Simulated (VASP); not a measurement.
A run of VASP 6.6.1 is set up as follows.

File INCAR:

```
ALGO = Normal
EDIFF = 1E-6
ENCUT = 520
ISIF = 2
ISMEAR = -1
LASPH = True
LCHARG = False
LREAL = False
LWAVE = False
NBANDS = 14
NELM = 100
PREC = Accurate
SIGMA = 0.1
```

KPOINTS

```
k-points
0
Gamma
  16 16 16
```

POSCAR

```
Bi
1.0
   -1.7521228356      1.7521228356      1.7521228356
    1.7521228356     -1.7521228356      1.7521228356
    1.7521228356      1.7521228356     -1.7521228356
Bi
1
Direct
    0.0000000000      0.0000000000      0.0000000000
```

Potentials or basis: VASP PAW LDA potentials, release 64 (Bi_d).

Launch:

```bash
$ cat potpaw_LDA.64/Bi_d/POTCAR > POTCAR
$ mpirun -np 1 vasp_std > vasp.out
```

Estimate the pressure.

41.2 GPa.
